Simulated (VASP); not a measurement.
# MoS2 (P3m1) in VASP: further runs, part 2 of 2

VASP 6.6.1.

## 3. Single point, PBEsol (all S atoms moved +0.025 Å, as atom 2 along Cartesian [0 0 1])

File INCAR:

```
PREC     = Accurate       # precision mode
ENCUT    = 520            # plane-wave cutoff, eV
EDIFF    = 1E-6           # SCF threshold, eV
ISMEAR   = 0              # smearing method
SIGMA    = 0.15           # smearing width, eV
LREAL    = F              # projectors in reciprocal space
LASPH    = T              # aspherical terms in the spheres
NELM     = 100            # most SCF steps
ALGO     = Normal         # electronic algorithm
ISIF     = 2              # what is computed and relaxed
LWAVE    = F              # write WAVECAR
LCHARG   = F              # write CHGCAR
GGA      = PS             # functional
NBANDS   = 20             # bands
```

File KPOINTS:

```
Automatic mesh
0
Gamma
  18 18 8
```

File POSCAR:

```
MoS2
1.0
    3.1411847469      0.0000000000      0.0000000000
   -1.5705923735      2.7203457888      0.0000000000
    0.0000000000      0.0000000000      6.1247114470
Mo S
1 2
Direct
    0.0000000000      0.0000000000      0.5000000000
    0.3333333333      0.6666666667      0.2451443439
    0.6666666667      0.3333333333      0.7630193061
```

Potentials or basis: VASP PAW PBE potentials, release 64 (Mo_sv, S).

Launch:

```console
cat potpaw_PBE.64/Mo_sv/POTCAR potpaw_PBE.64/S/POTCAR > POTCAR
mpirun -np 1 vasp_std > vasp.out
```

OUTCAR:

```text
PREC = Accurate
   ENCUT = 520
   EDIFF = 1E-6
   ISMEAR = 0
   LREAL = F
   LASPH = T
   NELM = 100
   ISIF = 2
   GGA = PS

 ion  position               nearest neighbor table
   1  0.000  0.000  0.500-   2 2.39   2 2.39   2 2.39   3 2.43   3 2.43   3 2.43
   2  0.333  0.667  0.245-   1 2.39   1 2.39   1 2.39
   3  0.667  0.333  0.763-   1 2.43   1 2.43   1 2.43

  LATTYP: Found a hexagonal cell.
 ALAT       =     3.1411847469
 C/A-ratio  =     1.9498093683

  Lattice vectors:

 A1 = (   3.1411847469,   0.0000000000,   0.0000000000)
 A2 = (  -1.5705923735,   2.7203457888,   0.0000000000)
 A3 = (   0.0000000000,   0.0000000000,   6.1247114470)

Analysis of symmetry for initial positions (statically):
=====================================================================
 Subroutine PRICEL returns:
 Original cell was already a primitive cell.

 Routine SETGRP: Setting up the symmetry group for a
 hexagonal supercell.

 Subroutine GETGRP returns: Found  6 space group operations
 (whereof  6 operations were pure point group operations)
 out of a pool of 24 trial point group operations.

The static configuration has the point symmetry C_3v.

Analysis of symmetry for dynamics (positions and initial velocities):
=====================================================================
 Subroutine PRICEL returns:
 Original cell was already a primitive cell.

 Routine SETGRP: Setting up the symmetry group for a
 hexagonal supercell.

 Subroutine GETGRP returns: Found  6 space group operations
 (whereof  6 operations were pure point group operations)
 out of a pool of 24 trial point group operations.

The dynamic configuration has the point symmetry C_3v.

 Subroutine INISYM returns: Found  6 space group operations
 (whereof  6 operations are pure point group operations),
 and found     1 'primitive' translations

----------------------------------------------------------------------------------------

                                     Primitive cell

  volume of cell :      52.3363

  direct lattice vectors                    reciprocal lattice vectors
     3.141184747  0.000000000  0.000000000     0.318351221  0.183800163  0.000000000
    -1.570592374  2.720345789  0.000000000     0.000000000  0.367600326  0.000000000
     0.000000000  0.000000000  6.124711447     0.000000000  0.000000000  0.163272998

  length of vectors
     3.141184747  3.141184747  6.124711447     0.367600326  0.367600326  0.163272998

  position of ions in fractional coordinates (direct lattice)
     0.000000000  0.000000000  0.500000000
     0.333333333  0.666666667  0.245144344
     0.666666667  0.333333333  0.763019306

  ion indices of the primitive-cell ions
   primitive index   ion index
                 1           1
                 2           2
                 3           3

----------------------------------------------------------------------------------------

 KPOINTS: Automatic mesh

Automatic generation of k-mesh.
 Grid dimensions read from file:
 generate k-points for:   18   18    8

 Generating k-lattice:

  Cartesian coordinates                     Fractional coordinates (reciprocal lattice)
     0.017686179  0.010211120  0.000000000     0.055555556  0.000000000  0.000000000
     0.000000000  0.020422240  0.000000000     0.000000000  0.055555556  0.000000000
     0.000000000  0.000000000  0.020409125     0.000000000  0.000000000  0.125000000

  Length of vectors
     0.020422240  0.020422240  0.020409125

  Shift w.r.t. Gamma in fractional coordinates (k-lattice)
     0.000000000  0.000000000  0.000000000

 Subroutine IBZKPT returns following result:
 ===========================================

 Found    266 irreducible k-points:

 Following reciprocal coordinates:
            Coordinates               Weight
  0.000000  0.000000  0.000000      1.000000
  0.055556  0.000000  0.000000      6.000000
  0.111111  0.000000  0.000000      6.000000
  0.166667  0.000000  0.000000      6.000000
  0.222222 -0.000000  0.000000      6.000000
  0.277778 -0.000000  0.000000      6.000000
[... 16 lines left out ...]
  0.333333  0.111111  0.000000     12.000000
  0.388889  0.111111  0.000000     12.000000
 [... further k-points ...]
   k-points           NKPTS =    266   k-points in BZ     NKDIM =    266   number of bands    NBANDS=     20
   number of dos      NEDOS =    301   number of ions     NIONS =      3
   total plane-waves  NPLWV =  27648
   dimension x,y,z NGX =    24 NGY =   24 NGZ =   48
   dimension x,y,z NGXF=    48 NGYF=   48 NGZF=   96
   ions per type =               1   2
   NGX,Y,Z   is equivalent  to a cutoff of  12.70, 12.70, 13.03 a.u.
   NGXF,Y,Z  is equivalent  to a cutoff of  25.40, 25.40, 26.06 a.u.
 SYSTEM =  unknown system
   PREC   = accura    normal or accurate (medium, high low for compatibility)
   ISTART =      0    job   : 0-new  1-cont  2-samecut
   ICHARG =      2    charge: 1-file 2-atom 10-const
   ISPIN  =      1    spin polarized calculation?
   LNONCOLLINEAR =      F non collinear calculations
   LSORBIT =      F    spin-orbit coupling
   LASPH  =      T    aspherical Exc in radial PAW
   ENCUT  =  520.0 eV  38.22 Ry    6.18 a.u.   5.84  5.84 11.39*2*pi/ulx,y,z
   NELM   =    100;   NELMIN=  2; NELMDL= -5     # of ELM steps
   EDIFF  = 0.1E-05   stopping-criterion for ELM
   LREAL  =      F    real-space projection
[... 7 lines left out ...]
   TEBEG  =    0.0;   TEEND  =   0.0 temperature during run
   PSTRESS=    0.0 pullay stress
   NELECT =      26.0000    total number of electrons
   NUPDOWN=      -1.0000    fix difference up-down
   EMIN   =  10.00;   EMAX   =-10.00  energy-range for DOS
   EFERMI =   0.00;   METHOD = LEGACY
   ISMEAR =     0;   SIGMA  =   0.15  broadening in eV -4-tet -1-fermi 0-gaus
   EFERMI_NEDOS =   21; number of points for ismear=-14 and -15
   IALGO  =     38    algorithm
   IMIX   =      4    mixing-type and parameters
     AMIX     =   0.40;   BMIX     =  1.00
     AMIX_MAG =   1.60;   BMIX_MAG =  1.00
  volume/ion in A,a.u.               =      17.45       117.73
  Fermi-wavevector in a.u.,A,eV,Ry     =   1.296577  2.450175 22.872905  1.681111
  Thomas-Fermi vector in A             =   2.428024
   LORBIT       =      0    0 simple, 1 ext, 2 COOP (PROOUT), +10 PAW based schemes
   GGA     = PS    functional components
   LHFCALC =     F    Hartree Fock is set to
   AEXX    =    0.0000 exact exchange contribution
   IVDW    =     0    specifies the selected vdW correction
   LEPSILON=     F    determine dielectric tensor
   LRPA    =     F    only Hartree local field effects (RPA)
 non-spin polarized calculation
 Gauss-broadening in eV      SIGMA  =   0.15
  energy-cutoff  :      520.00
  volume of cell :       52.34
 maximum number of plane-waves:      1424
   NGX = 11   NGY = 11   NGZ = 23

 number of electron      25.9999999 magnetization

 Free energy of the ion-electron system (eV)
  ---------------------------------------------------
  ext. energy  EPLUGINS =         0.00000000
  ---------------------------------------------------
  free energy    TOTEN  =       -22.61597622 eV

  energy without entropy =      -22.60159392  energy(sigma->0) =      -22.60878507

 E-fermi :   7.9358     XC(G=0): -11.1516

 val. band max:        7.9353203577   @ k =   0.3889   0.2222   0.0000
 cond. band min:       7.9371239058   @ k =   0.3333   0.2222   0.0000
 fundamental gap:      0.0018035481
 Fermi energy:         7.9357960390

 k-point     1 :       0.0000    0.0000    0.0000
  band No.  band energies     occupation
      1     -53.7123      2.00000
      2     -27.8434      2.00000
      3     -27.6917      2.00000
      4     -27.6917      2.00000
      5      -7.2603      2.00000
      6      -5.6592      2.00000
[... 12 lines left out ...]
     19      14.5687      0.00000
     20      17.6077      0.00000

 k-point     2 :       0.0556    0.0000    0.0000
  band No.  band energies     occupation
      1     -53.7109      2.00000
      2     -27.8408      2.00000
      3     -27.7049      2.00000
      4     -27.6947      2.00000
      5      -7.2087      2.00000
      6      -5.6453      2.00000
[... 498 lines left out ...]
 k-point    24 :       0.3889    0.1111    0.0000
  band No.  band energies     occupation
      1     -53.6671      2.00000
      2     -28.0901      2.00000
      3     -27.8187      2.00000
      4     -27.7563      2.00000
      5      -5.3145      2.00000
      6      -4.7925      2.00000
[... 12 lines left out ...]
     19      14.9691      0.00000
     20      16.0268      0.00000

 [... further k-points ...]

------------------------ aborting loop because EDIFF is reached ----------------------------------------

  FORCE on cell =-STRESS in cart. coord.  units (eV):
  Direction    XX          YY          ZZ          XY          YZ          ZX
  --------------------------------------------------------------------------------------
  -------------------------------------------------------------------------------------
  Total        0.0373750      0.0373750      0.0292037     -0.0000000      0.0000000      0.0000000
  in kB        1.1441640      1.1441640      0.8940172     -0.0000000      0.0000000      0.0000000
  external PRESSURE =       1.0607817 kB  Pullay stress =       0.0000000 kB

 VOLUME and BASIS-vectors are now :
 -----------------------------------------------------------------------------
  energy-cutoff  :      520.00
  volume of cell :       52.34
      direct lattice vectors                 reciprocal lattice vectors
     3.141184747  0.000000000  0.000000000     0.318351221  0.183800163  0.000000000
    -1.570592374  2.720345789  0.000000000     0.000000000  0.367600326  0.000000000
     0.000000000  0.000000000  6.124711447     0.000000000  0.000000000  0.163272998

 POSITION                                       TOTAL-FORCE (eV/Angst)
 -----------------------------------------------------------------------------------
      0.00000      0.00000      3.06236        -0.000000     -0.000000      0.562579
     -0.00000      1.81356      1.50144        -0.000000      0.000000     -0.295449
      1.57059      0.90678      4.67327         0.000000      0.000000     -0.267131
 -----------------------------------------------------------------------------------
    total drift:                               -0.000000     -0.000000     -0.000014

  FREE ENERGIE OF THE ION-ELECTRON SYSTEM (eV)
  ---------------------------------------------------
  free  energy   TOTEN  =       -22.6159762159 eV

  energy  without entropy=      -22.6015939200  energy(sigma->0) =      -22.60878507
```

Wall time 4 min (1 thread of Intel Xeon 8259CL, shared host); peak memory 0.36 GiB.

What came out:

```
Free energy            : -22.6160 eV
Pressure               : 0.1 GPa
Largest force          : 0.563 eV/Å
Band gap on the k mesh : zero (bands 13 and 14 overlap by 1.00 eV)
```

Forces in eV/Å, atoms in the order of the input:
```
Mo   0.000  0.000  0.563
S    0.000  0.000 -0.295
S    0.000  0.000 -0.267
```

Caveat: the cell differs from its parent crystal (all S atoms moved +0.025 Å, as atom 2 along Cartesian [0 0 1]); the PAW data sets were made with another functional, which shifts forces and pressure a little; this functional lacks dispersion, which binds the layers, so the pressure and a relaxed spacing across them are unreliable.
